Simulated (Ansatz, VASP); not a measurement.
# Co: VASP beside Ansatz

Contents of INCAR:

```
SYSTEM = Co
ALGO = Normal
EDIFF = 1E-6
ENCUT = 520
GGA = VW
ISIF = 2
ISMEAR = -1
ISPIN = 2
LASPH = .True.
LCHARG = .False.
LMAXMIX = 4
LORBIT = 11
LREAL = .False.
LWAVE = .False.
MAGMOM = 2 2 2 2
NBANDS = 30
NELM = 150
PREC = Accurate
SIGMA = 0.05
```

Contents of KPOINTS:

```
k-points
0
Gamma
  12 12 4
  0 0 0
```

Contents of POSCAR:

```
Co
1.0
    2.4201280013      0.0000000000      0.0000000000
   -1.2100640007      2.0958923296      0.0000000000
    0.0000000000      0.0000000000      7.9231214745
Co
4
Direct
    0.6666666667      0.3333333333      0.7500000000
    0.0000000000      0.0000000000      0.5000000000
    0.3333333333      0.6666666667      0.2500000000
    0.0000000000      0.0000000000      0.0000000000
```

The input input.yaml:

```yaml
crystal:
  lattice:
    - [2.4201280013, 0.0, 0.0]
    - [-1.2100640007, 2.0958923296, 0.0]
    - [0.0, 0.0, 7.9231214745]
  atoms:
    - { symbol: Co, position: [0.6666666667, 0.3333333333, 0.75], spin: 2.0 }
    - { symbol: Co, position: [0.0, 0.0, 0.5], spin: 2.0 }
    - { symbol: Co, position: [0.3333333333, 0.6666666667, 0.25], spin: 2.0 }
    - { symbol: Co, position: [0.0, 0.0, 0.0], spin: 2.0 }
hamiltonian:
  xc: { exchange: slater, correlation: vwn5 }
  pseudopotentials: { kind: paw }
magnetization:
  spin_polarized: true
kpoints:
  mp_grid: { grid: [12, 12, 4] }
scf:
  occupations: { method: fermi_dirac, width: 0.05 }
output:
  forces: true
  stress: true
  eigenvalues: true
```

Alike in both runs: task single point; functional SVWN5; k mesh 12 × 12 × 4; occupations fermi-dirac, width 0.05 eV; collinear spin.

```csv
,VASP,Ansatz
version,VASP 6.6.1,Ansatz 0.2.0
potentials or method,"VASP PAW PBE potentials, release 64 (Co)",Ansatz PAW
plane-wave cutoff (eV),520,420
valence electrons in the cell,36,68
```

```csv
,VASP,Ansatz,Ansatz less VASP
gap on the k mesh at the Fermi level (eV),none,none,-
pressure (GPa),-4.0,-0.9,+3.10
"traceless stress, the component that is largest in VASP (GPa)",-2.28,-2.39,-0.106
net moment per atom (μB),1.37,1.51,+0.139
size of the moment on the site where the two differ most (μB),1.36,1.57,+0.202
```

The net moments are unlike, so the other rows may belong to different states. VASP's potentials were made for PBE, not for SVWN5. Site moments also hang on the region over which each program counts them. A gap of «none» marks a metal or a gap that the smearing closes. VASP's potentials hold 36 valence electrons a cell and Ansatz's 68, so a difference there can come from the potentials and not from the codes.
